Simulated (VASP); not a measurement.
# Co (Pm-3m) in VASP: a series of runs, part 2 of 2

VASP 6.6.1.

## (5) Single point, PBE, collinear spin, ferromagnetic start (volume scaled by 0.92)

Input file INCAR:

```
SYSTEM = Co
ALGO     = Normal         ! electronic algorithm
EDIFF    = 1E-7           ! SCF threshold, eV
ENCUT    = 520            ! plane-wave cutoff, eV
GGA      = PE             ! functional
ISIF     = 2              ! what is computed and relaxed
ISMEAR   = -1             ! smearing method
ISPIN    = 2              ! spin polarisation
LASPH    = .TRUE.         ! aspherical terms in the spheres
LCHARG   = .FALSE.        ! write CHGCAR
LMAXMIX  = 4              ! l up to which the mixer works
LORBIT   = 11             ! projections on sites
LREAL    = .FALSE.        ! projectors in reciprocal space
LWAVE    = .FALSE.        ! write WAVECAR
MAGMOM   = 1.7            ! initial moments
NBANDS   = 14             ! bands
NELM     = 150            ! most SCF steps
PREC     = Accurate       ! precision mode
SIGMA    = 0.05           ! smearing width, eV
```

Input file KPOINTS:

```
k-points
0
G
  17 17 17
  0 0 0
```

Input file POSCAR:

```
Co
1.0
    2.2760172841      0.0000000000      0.0000000000
    0.0000000000      2.2760172841      0.0000000000
    0.0000000000      0.0000000000      2.2760172841
Co
1
Direct
    0.0000000000      0.0000000000      0.0000000000
```

Potentials or basis: VASP PAW PBE potentials, release 64 (Co).

The run is started by

```
$ cat potpaw_PBE.64/Co/POTCAR > POTCAR
$ mpirun -np 1 vasp_std > vasp.out
```

OUTCAR:

```text
SYSTEM = Co
   EDIFF = 1E-7
   ENCUT = 520
   GGA = PE
   ISIF = 2
   ISMEAR = -1
   ISPIN = 2
   LASPH = .TRUE.
   LORBIT = 11
   LREAL = .FALSE.
   NELM = 150
   PREC = Accurate

 ion  position               nearest neighbor table
   1  0.000  0.000  0.000-

  LATTYP: Found a simple cubic cell.
 ALAT       =     2.2760172841

  Lattice vectors:

 A1 = (   2.2760172841,   0.0000000000,   0.0000000000)
 A2 = (   0.0000000000,   2.2760172841,   0.0000000000)
 A3 = (   0.0000000000,   0.0000000000,   2.2760172841)

Analysis of symmetry for initial positions (statically):
=====================================================================
 Subroutine PRICEL returns:
 Original cell was already a primitive cell.

 Routine SETGRP: Setting up the symmetry group for a
 simple cubic supercell.

 Subroutine GETGRP returns: Found 48 space group operations
 (whereof 48 operations were pure point group operations)
 out of a pool of 48 trial point group operations.

The static configuration has the point symmetry O_h .

Analysis of symmetry for dynamics (positions and initial velocities):
=====================================================================
 Subroutine PRICEL returns:
 Original cell was already a primitive cell.

 Routine SETGRP: Setting up the symmetry group for a
 simple cubic supercell.

 Subroutine GETGRP returns: Found 48 space group operations
 (whereof 48 operations were pure point group operations)
 out of a pool of 48 trial point group operations.

The dynamic configuration has the point symmetry O_h .

Analysis of structural, dynamic, and magnetic symmetry:
=====================================================================
 Subroutine PRICEL returns:
 Original cell was already a primitive cell.

 Routine SETGRP: Setting up the symmetry group for a
 simple cubic supercell.

 Subroutine GETGRP returns: Found 48 space group operations
 (whereof 48 operations were pure point group operations)
 out of a pool of 48 trial point group operations.

The overall configuration has the point symmetry O_h .

 Subroutine INISYM returns: Found 48 space group operations
 (whereof 48 operations are pure point group operations),
 and found     1 'primitive' translations

----------------------------------------------------------------------------------------

                                     Primitive cell

  volume of cell :      11.7903

  direct lattice vectors                    reciprocal lattice vectors
     2.276017284  0.000000000  0.000000000     0.439363975  0.000000000  0.000000000
     0.000000000  2.276017284  0.000000000     0.000000000  0.439363975  0.000000000
     0.000000000  0.000000000  2.276017284     0.000000000  0.000000000  0.439363975

  length of vectors
     2.276017284  2.276017284  2.276017284     0.439363975  0.439363975  0.439363975

  position of ions in fractional coordinates (direct lattice)
     0.000000000  0.000000000  0.000000000

  ion indices of the primitive-cell ions
   primitive index   ion index
                 1           1

----------------------------------------------------------------------------------------

 KPOINTS: k-points

Automatic generation of k-mesh.
 Grid dimensions read from file:
[... 66 lines left out ...]
   LREAL  =      F    real-space projection
   EDIFFG = 0.1E-05   stopping-criterion for IOM
   NSW    =      0    number of steps for IOM
   IBRION =     -1    ionic relax: 0-MD 1-quasi-New 2-CG
   NFREE  =      0    steps in history (QN), initial steepest desc. (CG)
   ISIF   =      2    stress and relaxation
   ISYM   =      2    0-nonsym 1-usesym 2-fastsym
   POTIM  = 0.5000    time-step for ionic-motion
   TEBEG  =    0.0;   TEEND  =   0.0 temperature during run
   PSTRESS=    0.0 pullay stress
   NELECT =       9.0000    total number of electrons
   NUPDOWN=      -1.0000    fix difference up-down
   EMIN   =  10.00;   EMAX   =-10.00  energy-range for DOS
   EFERMI =   0.00;   METHOD = LEGACY
   ISMEAR =    -1;   SIGMA  =   0.05  broadening in eV -4-tet -1-fermi 0-gaus
   EFERMI_NEDOS =   21; number of points for ismear=-14 and -15
   IALGO  =     38    algorithm
   IMIX   =      4    mixing-type and parameters
     AMIX     =   0.40;   BMIX     =  1.00
     AMIX_MAG =   1.60;   BMIX_MAG =  1.00
  volume/ion in A,a.u.               =      11.79        79.57
  Fermi-wavevector in a.u.,A,eV,Ry     =   1.496167  2.827346 30.456861  2.238516
  Thomas-Fermi vector in A             =   2.608218
   LORBIT       =     11    0 simple, 1 ext, 2 COOP (PROOUT), +10 PAW based schemes
   GGA     = PE    functional components
   LHFCALC =     F    Hartree Fock is set to
   AEXX    =    0.0000 exact exchange contribution
   IVDW    =     0    specifies the selected vdW correction
   LEPSILON=     F    determine dielectric tensor
   LRPA    =     F    only Hartree local field effects (RPA)
 spin polarized calculation
  energy-cutoff  :      520.00
  volume of cell :       11.79
 maximum number of plane-waves:       326
 NGX is ok and might be reduce to    18
   NGX =  9   NGY =  9   NGZ =  9

 number of electron       9.0000000 magnetization       1.7326540

 Free energy of the ion-electron system (eV)
  ---------------------------------------------------
  ext. energy  EPLUGINS =         0.00000000
  ---------------------------------------------------
  free energy    TOTEN  =        -6.24123030 eV

  energy without entropy =       -6.22724755  energy(sigma->0) =       -6.23423892

 E-fermi :   9.4169     XC(G=0): -12.8258

 val. band max:        9.4161580918   @ k =   0.2353   0.2353   0.0000
 cond. band min:       9.4235590344   @ k =   0.4118   0.1765   0.0000
 fundamental gap:      0.0074009426
 Fermi energy:         9.4169090548

 spin component 1

 k-point     1 :       0.0000    0.0000    0.0000
  band No.  band energies     occupation
      1       0.7452      1.00000
      2       4.8420      1.00000
      3       4.8420      1.00000
      4       8.4758      1.00000
      5       8.4758      1.00000
      6       8.4758      1.00000
      7      29.3231      0.00000
      8      29.3231      0.00000
      9      29.3231      0.00000
     10      33.4188      0.00000
     11      33.4188      0.00000
     12      38.0568      0.00000
     13      46.2348      0.00000
     14      51.1601      0.00000
[... 379 lines left out ...]
      3       6.1587      1.00000
      4       7.2612      1.00000
      5       8.4313      1.00000
      6       9.1046      0.99807
      7      13.6851      0.00000
      8      31.0379      0.00000
      9      33.8255      0.00000
     10      35.6062      0.00000
     11      37.5703      0.00000
     12      39.9158      0.00000
     13      42.2945      0.00000
     14      43.7602      0.00000

 [... further k-points ...]

 spin component 2

 k-point     1 :       0.0000    0.0000    0.0000
  band No.  band energies     occupation
      1       0.9132      1.00000
      2       6.0444      1.00000
      3       6.0444      1.00000
      4      10.6702      0.00000
      5      10.6702      0.00000
      6      10.6702      0.00000
      7      29.7135      0.00000
      8      29.7135      0.00000
      9      29.7135      0.00000
     10      33.7306      0.00000
     11      33.7306      0.00000
     12      38.1158      0.00000
     13      49.8550      0.00000
     14      51.4581      0.00000
[... 379 lines left out ...]
      3       7.2704      1.00000
      4       9.2979      0.91527
      5      10.1274      0.00000
      6      10.6187      0.00000
      7      14.7096      0.00000
      8      31.2085      0.00000
      9      34.3626      0.00000
     10      35.6081      0.00000
     11      38.1436      0.00000
     12      40.3100      0.00000
     13      42.7432      0.00000
     14      43.9610      0.00000

 [... further k-points ...]
[... 5 lines left out ...]
  --------------------------------------------------------------------------------------
  -------------------------------------------------------------------------------------
  Total        0.9030212      0.9030212      0.9030212     -0.0000000      0.0000000      0.0000000
  in kB      122.7105330    122.7105330    122.7105330     -0.0000000      0.0000000      0.0000000
  external PRESSURE =     122.7105330 kB  Pullay stress =       0.0000000 kB

 VOLUME and BASIS-vectors are now :
 -----------------------------------------------------------------------------
  energy-cutoff  :      520.00
  volume of cell :       11.79
      direct lattice vectors                 reciprocal lattice vectors
     2.276017284  0.000000000  0.000000000     0.439363975  0.000000000  0.000000000
     0.000000000  2.276017284  0.000000000     0.000000000  0.439363975  0.000000000
     0.000000000  0.000000000  2.276017284     0.000000000  0.000000000  0.439363975

 POSITION                                       TOTAL-FORCE (eV/Angst)
 -----------------------------------------------------------------------------------
      0.00000      0.00000      0.00000         0.000000      0.000000      0.000000
 -----------------------------------------------------------------------------------
    total drift:                               -0.000000      0.000000      0.000000

  FREE ENERGIE OF THE ION-ELECTRON SYSTEM (eV)
  ---------------------------------------------------
  free  energy   TOTEN  =        -6.2412303031 eV

  energy  without entropy=       -6.2272475452  energy(sigma->0) =       -6.23423892

 total charge

# of ion       s       p       d       tot
------------------------------------------
    1        0.522   0.460   7.324   8.306

 magnetization (x)

# of ion       s       p       d       tot
------------------------------------------
    1        0.008  -0.000   1.723   1.731
```

It took 22 s on 1 thread of Intel Xeon 6975P-C (Granite Rapids), shared host; peak memory 0.15 GiB.

Results:

* Free energy: -6.2412 eV
* Pressure: 12.3 GPa
* Net moment: 1.73 μB per cell
* Site moments: Co +1.73 μB
* Valence electrons inside the program's atomic spheres: Co 8.31

## (6) Summary

| cell | gap on the mesh (eV) | pressure (GPa) | moment (μB) |
| --- | --- | --- | --- |
| a = 2.136 Å, 1 atom | none | 67.1 | 1.36 |
| a = 2.208 Å, 1 atom | none | 31.9 | 1.48 |
| a = 2.276 Å, 1 atom | none | 12.3 | 1.73 |

Alike in all rows: task single point; level PBE; potentials or basis VASP PAW PBE potentials, release 64 (Co); spin collinear, ferromagnetic start; k mesh 17 × 17 × 17; cutoff (eV) 520; smearing fermi-dirac 0.05 eV.

Total energies depend on the potentials used, so only differences within one code and one set of settings carry meaning.
